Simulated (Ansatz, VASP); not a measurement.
## One calculation of YMn2, two programs

File INCAR:

```
SYSTEM = YMn2
ALGO = Normal
EDIFF = 1E-6
ENCUT = 520
GGA = PE
ISIF = 2
ISMEAR = 0
ISPIN = 2
LASPH = .TRUE.
LCHARG = .FALSE.
LMAXMIX = 4
LORBIT = 11
LREAL = .FALSE.
LWAVE = .FALSE.
MAGMOM = -0.18 3.99 3.56
NBANDS = 30
NELM = 150
PREC = Accurate
SIGMA = 0.1
```

File KPOINTS:

```
k-points
0
G
  4 4 4
  0 0 0
```

File POSCAR:

```
YMn2
1.0
    0.0000000000      3.2301690000      3.2301690000
    3.2301690000      0.0000000000      3.2301690000
    3.2301690000      3.2301690000      0.0000000000
Y Mn
1 2
Direct
    0.9810000000      0.0500000000      0.2760000000
    1.4810000000      0.5500000000      0.7760000000
    1.7310000000      0.8000000000      1.0260000000
```

Input for Ansatz:

```yaml
crystal:
  lattice:
    - [0.0, 3.230169, 3.230169]
    - [3.230169, 0.0, 3.230169]
    - [3.230169, 3.230169, 0.0]
  atoms:
    - { symbol: "Y", position: [0.981, 0.05, 0.276], spin: -0.18 }
    - { symbol: Mn, position: [1.481, 0.55, 0.776], spin: 3.99 }
    - { symbol: Mn, position: [1.731, 0.8, 1.026], spin: 3.56 }
basis:
  ecutwfc: 420
kpoints:
  mp_grid: { grid: [4, 4, 4] }
hamiltonian:
  xc: pbe
scf:
  occupations: { method: gaussian, width: 0.1 }
  lower_state_search: "off"
output:
  forces: true
  stress: false
  eigenvalues: true
  populations: true
magnetization:
  spin_polarized: true
```

Alike in both runs: task single point; functional PBE; k mesh 4 × 4 × 4; occupations gaussian, width 0.1 eV; collinear spin.

```csv
,VASP,Ansatz
version,VASP 6.6.1,Ansatz 0.2.0
potentials or method,"VASP PAW PBE potentials, release 64 (Y_sv, Mn_pv), cutoff 520 eV","scalar-relativistic, plane waves, PAW"
valence electrons in the cell,37,41
```

```tsv
	VASP	Ansatz	Ansatz less VASP
gap on the k mesh at the Fermi level (eV)	none	none	-
net moment per atom (μB)	2.23	2.23	0.000
size of the moment on the site where the two differ most (μB)	0.23	0.16	-0.065
```

Site moments also hang on the region over which each program counts them. A gap of «none» marks a metal or a gap that the smearing closes. With one functional, cell and mesh, what is left measures potentials, basis and numerics. VASP's potentials hold 37 valence electrons a cell and Ansatz's 41, so a difference there can come from the potentials and not from the codes.

The k mesh is coarse, so the values compare programs but aren't converged.
